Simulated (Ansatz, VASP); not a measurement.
**One calculation of ZnO, two programs**

```xyz
4
Lattice="3.2493 0.0000 0.0000 -1.6247 2.8140 0.0000 0.0000 0.0000 5.2057" Properties=species:S:1:pos:R:3 pbc="T T T"
Zn    1.6247    0.9380    0.0000
Zn    0.0000    1.8760    2.6029
O     0.0000    1.8760    4.5759
O     1.6247    0.9380    1.9730
```

Alike in both runs: task single point; functional PBE; k mesh 9 × 9 × 5; occupations gaussian, width 0.021 eV; no spin polarisation.

```csv
,VASP,Ansatz
version,VASP 6.6.1,Ansatz 0.2.0
potentials or method,"VASP PAW PBE potentials, release 64 (Zn, O)",Ansatz PAW
plane-wave cutoff (eV),520,420
valence electrons in the cell,36,36
```

VASP gave:

```
gap on the k mesh at the Fermi level (eV)                     : 0.79
least direct gap on the mesh (eV)                             : 0.79
pressure (GPa)                                                : 6.0
traceless stress, the component that is largest in VASP (GPa) : 1.17
rms of the force components (eV/Å)                            : 0.043
```

Q: Estimate Ansatz's values.

A: gap on the k mesh at the Fermi level (eV): 0.80; least direct gap on the mesh (eV): 0.80; pressure (GPa): 4.9; traceless stress, the component that is largest in VASP (GPa): 1.14; rms of the force components (eV/Å): 0.040.

Atom by atom the forces differ by 0.002 eV/Å (rms over components).

Noted on Ansatz's run: odd divisions of the mesh miss points on the zone boundary, where band edges often lie, so the gap on the mesh can be too wide.
